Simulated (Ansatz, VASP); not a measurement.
## CuO: VASP beside Ansatz

```
Cu O
1.0
     2.31296   -1.69024    0.00000
     2.31296    1.69024    0.00000
    -0.84892    0.00000    4.99106
Cu O
2 2
Direct
  0.49680 0.00320 0.50000
  0.00320 0.49680 0.00000
  0.40560 0.57140 0.75370
  0.57140 0.40560 0.25370
```

Alike in both runs: task single point; functional RPBE; k mesh 10 × 10 × 5; occupations fermi-dirac, width 0.05 eV; no spin polarisation.

```csv
,VASP,Ansatz
version,VASP 6.6.1,Ansatz 0.2.0
potentials or method,"VASP PAW PBE potentials, release 64 (Cu_sv_GW, O)",Ansatz PAW
plane-wave cutoff (eV),700,420
valence electrons in the cell,50,50
```

|  | VASP | Ansatz | Ansatz less VASP |
| --- | --- | --- | --- |
| gap on the k mesh at the Fermi level (eV) | none | none | - |
| pressure (GPa) | 16.8 | 19.9 | +3.13 |
| traceless stress, the component that is largest in VASP (GPa) | -3.40 | -3.44 | -0.045 |
| rms of the force components (eV/Å) | 0.502 | 0.500 | -0.0024 |

VASP's potentials were made for PBE, not for RPBE. Atom by atom the forces differ by 0.004 eV/Å (rms over components). A gap of «none» marks a metal or a gap that the smearing closes.
